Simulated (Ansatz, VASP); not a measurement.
Two plane-wave programs on Al2BN3

```
Al B N
1.0
     3.11712    0.00000    0.00000
    -1.55856    2.69950    0.00000
     0.00000    0.00000   12.88114
Al B N
4 2 6
Direct
  0.33333 0.66667 0.09119
  0.33333 0.66667 0.40881
  0.66667 0.33333 0.59119
  0.66667 0.33333 0.90881
  0.33333 0.66667 0.75000
  0.66667 0.33333 0.25000
  0.33333 0.66667 0.25000
  0.33333 0.66667 0.58909
  0.33333 0.66667 0.91091
  0.66667 0.33333 0.08909
  0.66667 0.33333 0.41091
  0.66667 0.33333 0.75000
```

Alike in both runs: functional PBE; k mesh 6 × 6 × 1; occupations gaussian, width 0.1 eV; no spin polarisation.

Ansatz relaxed the structure, and its values are those at the end. VASP's run is a single point on that final structure, the one shown.

|  | VASP | Ansatz |
| --- | --- | --- |
| version | VASP 6.6.1 | Ansatz 0.2.0 |
| potentials or method | VASP PAW PBE potentials, release 64 (Al, B, N), cutoff 520 eV | scalar-relativistic, plane waves, PAW |
| valence electrons in the cell | 48 | 48 |

Ansatz gave:

```
gap on the k mesh at the Fermi level (eV) : 1.81
least direct gap on the mesh (eV)         : 1.81
pressure (GPa)                            : 0.0
```

Problem. What did VASP give for the same quantities?

Solution. gap on the k mesh at the Fermi level (eV): 1.82; least direct gap on the mesh (eV): 1.82; pressure (GPa): -0.2.

With one functional, cell and mesh, what is left measures potentials, basis and numerics.

The k mesh is coarse, so the values compare programs but aren't converged.
